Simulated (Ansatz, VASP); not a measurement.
## CdSe in VASP and in Ansatz

```xyz
2
Lattice="0.0000 2.7541 2.7541 2.7541 0.0000 2.7541 2.7541 2.7541 0.0000" Properties=species:S:1:pos:R:3 pbc="T T T"
Cd    0.0000    0.0000    0.0000
Se    2.7541    2.7541    2.7541
```

Alike in both runs: task single point; functional r2SCAN; k mesh 5 × 5 × 5; no spin polarisation.

|  | VASP | Ansatz |
| --- | --- | --- |
| version | VASP 6.6.1 | Ansatz 0.2.0 |
| potentials or method | VASP PAW PBE potentials, release 64 (Cd, Se), cutoff 550 eV | plane waves, PAW |
| occupations | gaussian, width 0.01 eV | fixed |
| valence electrons in the cell | 18 | 36 |

VASP gave:

```
pressure (GPa) : 9.1
```

Task: Estimate Ansatz's values.

Result: Pressure (GPa): 8.5.

VASP's potentials were made for PBE, not for r2SCAN. VASP's potentials hold 18 valence electrons a cell and Ansatz's 36, so a difference there can come from the potentials and not from the codes.
